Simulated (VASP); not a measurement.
# Ta8H in VASP: single point with LDA

Aim: the single point of Ta8H with LDA.

Everything below comes from runs of VASP 6.6.1. Logs are shortened: lines on timing, memory, paths and dates and some standing lists are left out, and cuts for length are marked.

### 1 The cell of the first run

The cell holds a slab with vacuum, 18 atoms: a = 6.620 Å, b = 6.620 Å, c = 17.965 Å, α = 90.00°, β = 90.00°, γ = 90.00°.

### 2 Single point, LDA

INCAR

```
  ALGO = Normal
  EDIFF = 1E-6
  ENCUT = 400
  GGA = CA
  GGA_COMPAT = False
  ISIF = 2
  ISMEAR = -1
  LASPH = True
  LCHARG = False
  LREAL = False
  LWAVE = False
  NBANDS = 104
  NELM = 120
  NELMDL = -8
  PREC = Accurate
  SIGMA = 0.002
```

KPOINTS

```
k-points
0
Gamma
  2 2 1
```

POSCAR

```
Ta8H
1.0
    6.6200000000      0.0000000000      0.0000000000
    0.0000000000      6.6200000000      0.0000000000
    0.0000000000      0.0000000000     17.9650000000
Ta H
16 2
Direct
    0.2500000000      0.2500000000      0.0556637907
    0.7500000000      0.2500000000      0.0556637907
    0.2500000000      0.7500000000      0.0556637907
    0.7500000000      0.7500000000      0.0556637907
   -0.0010876133      0.0005740181      0.1391761759
    0.5006344411      0.0008761329      0.1394433621
   -0.0000755287      0.4996676737      0.1398274422
    0.5001208459      0.4997129909      0.1402950181
    0.2504078550      0.2490634441      0.2366434734
    0.7469939577      0.2489879154      0.2388477595
    0.2499395770      0.7547432024      0.2346061787
    0.7483081571      0.7503323263      0.2392819371
    0.0015256798     -0.0013746224      0.3148455330
    0.4989879154      0.0028851964      0.3130642917
    0.0005891239      0.4998338369      0.3151850821
    0.4994561934      0.4998791541      0.3142721959
    0.3832930514     -0.1933081571      0.3360033398
    0.7874471299      0.2315709970      0.3294851099
```

Potentials or basis: VASP PAW LDA potentials, release 64 (Ta_pv, H).

The run is started by

```
> cat potpaw_LDA.64/Ta_pv/POTCAR potpaw_LDA.64/H/POTCAR > POTCAR
> mpirun -np 1 vasp_std > vasp.out
```

OUTCAR:

```text
EDIFF = 1E-6
   ENCUT = 400
   GGA = CA
   ISIF = 2
   ISMEAR = -1
   LASPH = True
   LREAL = False
   NELM = 120
   NELMDL = -8
   PREC = Accurate

 ion  position               nearest neighbor table
   1  0.250  0.250  0.056-   6 2.78   5 2.78   7 2.79   8 2.79   9 3.25   3 3.31   2 3.31   3 3.31
                             2 3.31
   2  0.750  0.250  0.056-   5 2.77   6 2.78   7 2.78   8 2.79  10 3.29   4 3.31   1 3.31   4 3.31
                             1 3.31
   3  0.250  0.750  0.056-   5 2.79   7 2.79   6 2.79   8 2.79  11 3.21   4 3.31   1 3.31   1 3.31
                             4 3.31
   4  0.750  0.750  0.056-   5 2.78   6 2.78   7 2.79   8 2.79  12 3.30   3 3.31   2 3.31   2 3.31
                             3 3.31
   5  0.999  0.001  0.139-   2 2.77   4 2.78   1 2.78   3 2.79  11 2.89   9 2.92  10 2.95  12 2.95
                            13 3.16   6 3.30   7 3.30   7 3.32   6 3.32
   6  0.501  0.001  0.139-   2 2.78   1 2.78   4 2.78   3 2.79  11 2.89   9 2.91  10 2.92  12 2.94
                            14 3.12   5 3.30   8 3.30   8 3.32   5 3.32
   7  1.000  0.500  0.140-   2 2.78   1 2.79   4 2.79   3 2.79  11 2.91   9 2.92  12 2.95  10 2.95
                            15 3.15   5 3.30   8 3.31   8 3.31   5 3.32
   8  0.500  0.500  0.140-   2 2.79   1 2.79   4 2.79   3 2.79  11 2.91   9 2.91  10 2.93  12 2.94
                            16 3.13   6 3.30   7 3.31   7 3.31   6 3.32
   9  0.250  0.249  0.237-  14 2.69  16 2.72  13 2.73  15 2.74   8 2.91   6 2.91   7 2.92   5 2.92
                             1 3.25  11 3.27  10 3.29  10 3.33  11 3.35
  10  0.747  0.249  0.239-  18 1.65  14 2.67  16 2.70  13 2.73  15 2.73   6 2.92   8 2.93   5 2.95
                             7 2.95   9 3.29   2 3.29  12 3.30  12 3.32   9 3.33
  11  0.250  0.755  0.235-  17 2.05  13 2.72  14 2.72  16 2.76  15 2.77   6 2.89   5 2.89   8 2.91
                             7 2.91   3 3.21   9 3.27  12 3.30  12 3.32   9 3.35
  12  0.748  0.750  0.239-  14 2.70  16 2.70  13 2.71  15 2.72   8 2.94   6 2.94   7 2.95   5 2.95
                             4 3.30  11 3.30  10 3.30  10 3.32  11 3.32
  13  0.002  0.999  0.315-  18 2.11  12 2.71  11 2.72   9 2.73  10 2.73   5 3.16  14 3.29  15 3.30
                            15 3.32  14 3.33
  14  0.499  0.003  0.313-  17 1.56  10 2.67   9 2.69  12 2.70  11 2.72   6 3.12  16 3.29  13 3.29
                            13 3.33  16 3.33
  15  0.001  0.500  0.315-  12 2.72  10 2.73   9 2.74  11 2.77   7 3.15  13 3.30  16 3.30  16 3.32
                            13 3.32
  16  0.499  0.500  0.314-  17 2.21  12 2.70  10 2.70   9 2.72  11 2.76   8 3.13  14 3.29  15 3.30
                            15 3.32  14 3.33
  17  0.383  0.807  0.336-  14 1.56  11 2.05  16 2.21
  18  0.787  0.232  0.329-  10 1.65  13 2.11

  LATTYP: Found a simple tetragonal cell.
 ALAT       =     6.6200000000
 C/A-ratio  =     2.7137462236

  Lattice vectors:

 A1 = (   6.6200000000,   0.0000000000,   0.0000000000)
 A2 = (   0.0000000000,   6.6200000000,   0.0000000000)
 A3 = (   0.0000000000,   0.0000000000,  17.9650000000)

Analysis of symmetry for initial positions (statically):
=====================================================================
 Subroutine PRICEL returns:
 Original cell was already a primitive cell.

 Routine SETGRP: Setting up the symmetry group for a
 simple tetragonal supercell.

 Subroutine GETGRP returns: Found  1 space group operations
 (whereof  1 operations were pure point group operations)
 out of a pool of 16 trial point group operations.

The static configuration has the point symmetry C_1 .

Analysis of symmetry for dynamics (positions and initial velocities):
=====================================================================
 Subroutine PRICEL returns:
 Original cell was already a primitive cell.

 Routine SETGRP: Setting up the symmetry group for a
 simple tetragonal supercell.

 Subroutine GETGRP returns: Found  1 space group operations
 (whereof  1 operations were pure point group operations)
 out of a pool of 16 trial point group operations.

The dynamic configuration has the point symmetry C_1 .

 Subroutine INISYM returns: Found  1 space group operations
 (whereof  1 operations are pure point group operations),
 and found     1 'primitive' translations

----------------------------------------------------------------------------------------

                                     Primitive cell

  volume of cell :     787.3053

  direct lattice vectors                    reciprocal lattice vectors
     6.620000000  0.000000000  0.000000000     0.151057402  0.000000000  0.000000000
[... 48 lines left out ...]

 KPOINTS: k-points

Automatic generation of k-mesh.
 Grid dimensions read from file:
 generate k-points for:    2    2    1

 Generating k-lattice:

  Cartesian coordinates                     Fractional coordinates (reciprocal lattice)
     0.075528701  0.000000000  0.000000000     0.500000000  0.000000000  0.000000000
     0.000000000  0.075528701  0.000000000     0.000000000  0.500000000  0.000000000
     0.000000000  0.000000000  0.055663791     0.000000000  0.000000000  1.000000000

  Length of vectors
     0.075528701  0.075528701  0.055663791

  Shift w.r.t. Gamma in fractional coordinates (k-lattice)
     0.000000000  0.000000000  0.000000000

 Subroutine IBZKPT returns following result:
 ===========================================

 Found      4 irreducible k-points:

 Following reciprocal coordinates:
            Coordinates               Weight
  0.000000  0.000000  0.000000      1.000000
  0.500000  0.000000  0.000000      1.000000
  0.000000  0.500000  0.000000      1.000000
  0.500000  0.500000  0.000000      1.000000
   k-points           NKPTS =      4   k-points in BZ     NKDIM =      4   number of bands    NBANDS=    104
   number of dos      NEDOS =    301   number of ions     NIONS =     18
   total plane-waves  NPLWV = 276480
   dimension x,y,z NGX =    48 NGY =   48 NGZ =  120
   dimension x,y,z NGXF=    96 NGYF=   96 NGZF=  240
   ions per type =              16   2
   NGX,Y,Z   is equivalent  to a cutoff of  12.05, 12.05, 11.10 a.u.
   NGXF,Y,Z  is equivalent  to a cutoff of  24.11, 24.11, 22.21 a.u.
 SYSTEM =  unknown system
   PREC   = accura    normal or accurate (medium, high low for compatibility)
   ISTART =      0    job   : 0-new  1-cont  2-samecut
   ICHARG =      2    charge: 1-file 2-atom 10-const
   ISPIN  =      1    spin polarized calculation?
   LNONCOLLINEAR =      F non collinear calculations
   LSORBIT =      F    spin-orbit coupling
   LASPH  =      T    aspherical Exc in radial PAW
   ENCUT  =  400.0 eV  29.40 Ry    5.42 a.u.  10.80 10.80 29.30*2*pi/ulx,y,z
   NELM   =    120;   NELMIN=  2; NELMDL= -8     # of ELM steps
   EDIFF  = 0.1E-05   stopping-criterion for ELM
   LREAL  =      F    real-space projection
   EDIFFG = 0.1E-04   stopping-criterion for IOM
   NSW    =      0    number of steps for IOM
   IBRION =     -1    ionic relax: 0-MD 1-quasi-New 2-CG
   NFREE  =      0    steps in history (QN), initial steepest desc. (CG)
   ISIF   =      2    stress and relaxation
   ISYM   =      2    0-nonsym 1-usesym 2-fastsym
   POTIM  = 0.5000    time-step for ionic-motion
   TEBEG  =    0.0;   TEEND  =   0.0 temperature during run
   PSTRESS=    0.0 pullay stress
   NELECT =     178.0000    total number of electrons
   NUPDOWN=      -1.0000    fix difference up-down
   EMIN   =  10.00;   EMAX   =-10.00  energy-range for DOS
   EFERMI =   0.00;   METHOD = LEGACY
   ISMEAR =    -1;   SIGMA  =   0.00  broadening in eV -4-tet -1-fermi 0-gaus
   EFERMI_NEDOS =   21; number of points for ismear=-14 and -15
   IALGO  =     38    algorithm
   IMIX   =      4    mixing-type and parameters
     AMIX     =   0.40;   BMIX     =  1.00
     AMIX_MAG =   1.60;   BMIX_MAG =  1.00
  volume/ion in A,a.u.               =      43.74       295.17
  Fermi-wavevector in a.u.,A,eV,Ry     =   0.997318  1.884658 13.532949  0.994644
  Thomas-Fermi vector in A             =   2.129466
   LORBIT       =      0    0 simple, 1 ext, 2 COOP (PROOUT), +10 PAW based schemes
   GGA     = CA    functional components
   LHFCALC =     F    Hartree Fock is set to
   AEXX    =    0.0000 exact exchange contribution
   IVDW    =     0    specifies the selected vdW correction
   LEPSILON=     F    determine dielectric tensor
   LRPA    =     F    only Hartree local field effects (RPA)
 non-spin polarized calculation
  energy-cutoff  :      400.00
  volume of cell :      787.31
 maximum number of plane-waves:     14346
 NGX is ok and might be reduce to    48
   NGX = 21   NGY = 21   NGZ = 59

 number of electron     178.0000038 magnetization

 Free energy of the ion-electron system (eV)
  ---------------------------------------------------
  ext. energy  EPLUGINS =         0.00000000
  ---------------------------------------------------
  free energy    TOTEN  =      -195.22066561 eV

  energy without entropy =     -195.21904716  energy(sigma->0) =     -195.21985638

 E-fermi :  -0.2583     XC(G=0):  -6.0190

 val. band max:       -0.2597759128   @ k =   0.0000   0.0000   0.0000
 cond. band min:      -0.2576131831   @ k =   0.0000   0.0000   0.0000
 fundamental gap:      0.0021627297
 Fermi energy:        -0.2583402757

 k-point     1 :       0.0000    0.0000    0.0000
  band No.  band energies     occupation
      1     -34.9706      2.00000
      2     -34.9645      2.00000
      3     -34.9447      2.00000
      4     -34.9243      2.00000
      5     -34.9084      2.00000
      6     -34.8916      2.00000
[... 405 lines left out ...]
    100       0.3101      0.00000
    101       0.5537      0.00000
 [bands above 101 left out]

------------------------ aborting loop because EDIFF is reached ----------------------------------------

  FORCE on cell =-STRESS in cart. coord.  units (eV):
  Direction    XX          YY          ZZ          XY          YZ          ZX
  --------------------------------------------------------------------------------------
  -------------------------------------------------------------------------------------
  Total      -19.0331364    -17.0262222     -6.0879403      3.4111747     -2.3369376     -0.8227366
  in kB      -38.7326974    -34.6485990    -12.3890431      6.9417880     -4.7557006     -1.6742805
  external PRESSURE =     -28.5901132 kB  Pullay stress =       0.0000000 kB

 VOLUME and BASIS-vectors are now :
 -----------------------------------------------------------------------------
  energy-cutoff  :      400.00
  volume of cell :      787.31
      direct lattice vectors                 reciprocal lattice vectors
     6.620000000  0.000000000  0.000000000     0.151057402  0.000000000  0.000000000
     0.000000000  6.620000000  0.000000000     0.000000000  0.151057402  0.000000000
     0.000000000  0.000000000 17.965000000     0.000000000  0.000000000  0.055663791

 POSITION                                       TOTAL-FORCE (eV/Angst)
 -----------------------------------------------------------------------------------
      1.65500      1.65500      1.00000        -0.015160     -0.030751      0.922269
      4.96500      1.65500      1.00000        -0.002885      0.085726      0.985890
      1.65500      4.96500      1.00000        -0.087964      0.025494      1.069843
      4.96500      4.96500      1.00000        -0.021597     -0.056077      0.966521
      6.61280      0.00380      2.50030        -0.012417     -0.010276     -0.138387
      3.31420      0.00580      2.50510        -0.128230     -0.164599     -0.240910
[... 10 lines left out ...]
      2.53740      5.34030      6.03630        -2.893819     -4.253921      0.829840
      5.21290      1.53300      5.91920         0.513405     -0.295149      3.376254
 -----------------------------------------------------------------------------------
    total drift:                                0.000246     -0.000026      0.000850

  FREE ENERGIE OF THE ION-ELECTRON SYSTEM (eV)
  ---------------------------------------------------
  free  energy   TOTEN  =      -195.2206656096 eV

  energy  without entropy=     -195.2190471570  energy(sigma->0) =     -195.21985638
```

Run time: 25 min. Hardware: 1 thread of Intel Xeon 8259CL, shared host; peak memory 0.52 GiB.

What came out:

```
Free energy            : -195.2207 eV
Largest force          : 5.211 eV/Å
Band gap on the k mesh : zero (bands 89 and 90 overlap by 0.42 eV)
```

Forces in eV/Å, atoms in the order of the input:
```
Ta  -0.015 -0.031  0.922
Ta  -0.003  0.086  0.986
Ta  -0.088  0.025  1.070
Ta  -0.022 -0.056  0.967
Ta  -0.012 -0.010 -0.138
Ta  -0.128 -0.165 -0.241
Ta  -0.124  0.004 -0.231
Ta  -0.039  0.189 -0.317
Ta  -0.128  0.237 -0.654
Ta   0.266  0.591 -4.280
Ta   0.200 -0.451 -0.179
Ta   0.624 -0.107 -1.043
Ta  -0.331  0.091 -0.146
Ta   2.830  3.911 -0.607
Ta  -0.232 -0.053 -0.316
Ta  -0.418  0.288  0.000
H   -2.894 -4.254  0.830
H    0.513 -0.295  3.376
```

Levels at points of the mesh, in eV from the Fermi level:
```
           k point  band 84  band 85  band 86  band 87  band 88  band 89  band 90  band 91  band 92  band 93
(0.00, 0.00, 0.00)    -0.16    -0.02    -0.01    -0.01     0.00     0.00     0.02     0.18     0.35     0.40
(0.50, 0.00, 0.00)    -0.67    -0.49    -0.45    -0.31    -0.29     0.11     0.26     0.31     0.31     0.38
(0.00, 0.50, 0.00)    -0.49    -0.46    -0.46    -0.31    -0.29     0.04     0.22     0.31     0.33     0.36
(0.50, 0.50, 0.00)    -1.16    -1.11    -0.94    -0.65    -0.64    -0.39    -0.31    -0.28    -0.25     0.07
```

Caveat: the k points lie up to 0.47 Å⁻¹ apart; spin-orbit coupling is left out, which moves the levels of the heavy elements.
